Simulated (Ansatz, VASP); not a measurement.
# GeW3 in VASP and in Ansatz

```xyz
4
Lattice="0.0000 3.1604 3.1604 3.1604 0.0000 3.1604 3.1604 3.1604 0.0000" Properties=species:S:1:pos:R:3 pbc="T T T"
Ge    3.1604    3.1604    3.1604
W     1.5802    1.5802    1.5802
W     0.0000    0.0000    0.0000
W     4.7406    4.7406    4.7406
```

Change from the starting cell: species swapped into the AlNi3 type (Fm-3m, No. 225).

Alike in both runs: functional PBE; k mesh 4 × 4 × 4; occupations gaussian, width 0.1 eV; no spin polarisation.

Ansatz relaxed the structure, and its values are those at the end. VASP's run is a single point on that final structure, the one shown.

|  | VASP | Ansatz |
| --- | --- | --- |
| version | VASP 6.6.1 | Ansatz 0.2.0 |
| potentials or method | VASP PAW PBE potentials, release 64 (Ge_d, W_sv), cutoff 520 eV | scalar-relativistic, plane waves, PAW |
| valence electrons in the cell | 56 | 56 |

VASP gave:

| Quantity | Value |
| --- | --- |
| gap on the k mesh at the Fermi level (eV) | none |
| pressure (GPa) | 0.4 |

**Question.** Estimate Ansatz's values.

**Answer.** gap on the k mesh at the Fermi level (eV): none; pressure (GPa): 0.0.

A gap of «none» marks a metal or a gap that the smearing closes.

The k mesh is coarse, so the values compare programs but aren't converged. Spin-orbit coupling is off throughout.
